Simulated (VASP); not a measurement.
**Nb: single point with PBE**

Crystal: Nb.

```
CELL_PARAMETERS angstrom
0.00000 2.27999 2.27999
2.27999 0.00000 2.27999
2.27999 2.27999 0.00000
ATOMIC_POSITIONS crystal
Nb 0.00000 0.00000 0.00000
```

| Item | Value |
| --- | --- |
| Program | VASP 6.6.1 |
| Task | single point |
| Functional | PBE |
| Potentials or basis | VASP PAW PBE potentials, release 64 (Nb_sv) |
| Cutoff | 500 eV |
| k mesh | 6 × 6 × 6 |
| Occupations | gaussian, width 0.1 eV |
| Spin | no spin polarisation |

```yaml
Pressure: -24.6 GPa
```

Levels at points of the mesh, in eV from the Fermi level:
```tsv
k point	band 2	band 3	band 4	band 5	band 6	band 7	band 8	band 9	band 10	band 11
(0.00, 0.00, 0.00)	-30.91	-30.91	-30.91	-5.60	0.12	0.12	0.12	1.97	1.97	11.41
(0.50, 0.00, 0.00)	-31.45	-30.98	-30.98	-3.09	0.01	0.01	0.73	3.34	3.34	7.56
(0.50, 0.50, 0.00)	-31.41	-31.10	-31.10	-3.00	-2.40	2.48	3.32	3.72	3.72	9.51
```

Run time: 6 s on 1 thread of Intel(R) Xeon(R) Platinum 8259CL CPU @ 2.50GHz (Skylake/Cascade Lake), with other jobs on the host, peak memory 0.14 GiB.

Caveat: the k points lie up to 0.40 Å⁻¹ apart.
